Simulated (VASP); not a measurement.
A run of VASP 6.6.1 is set up as follows.

The input INCAR:

```
  PREC = Accurate
  ENCUT = 520
  EDIFF = 1E-6
  ISMEAR = 0
  SIGMA = 0.01
  LREAL = F
  LASPH = T
  NELM = 60
  ALGO = Normal
  ISIF = 2
  LWAVE = F
  LCHARG = F
  GGA = CA
  NBANDS = 17
```

The input KPOINTS:

```
regular mesh
0
Gamma
  6 6 6
```

The input POSCAR:

```
SnTe
1.0
    0.0000000000      3.6111460000      3.6111460000
    3.6111460000      0.0000000000      3.6111460000
    3.6111460000      3.6111460000      0.0000000000
Te Sn
1 1
Direct
    0.2500000000      0.2500000000      0.2500000000
    0.0000000000      0.0000000000      0.0000000000
```

Potentials or basis: VASP PAW LDA potentials, release 64 (Te, Sn_d).

Launch:

```bash
$ cat potpaw_LDA.64/Te/POTCAR potpaw_LDA.64/Sn_d/POTCAR > POTCAR
$ mpirun -np 1 vasp_std > vasp.out
```

Task: What does it give for the band gap on the k mesh?

Result: 0.19 eV, indirect (least direct gap 0.72 eV).

Task: Predict the pressure.

Result: -2.1 GPa.

Caveat: spin-orbit coupling is left out, which moves the levels of the heavy elements. A k mesh can miss the band edges.
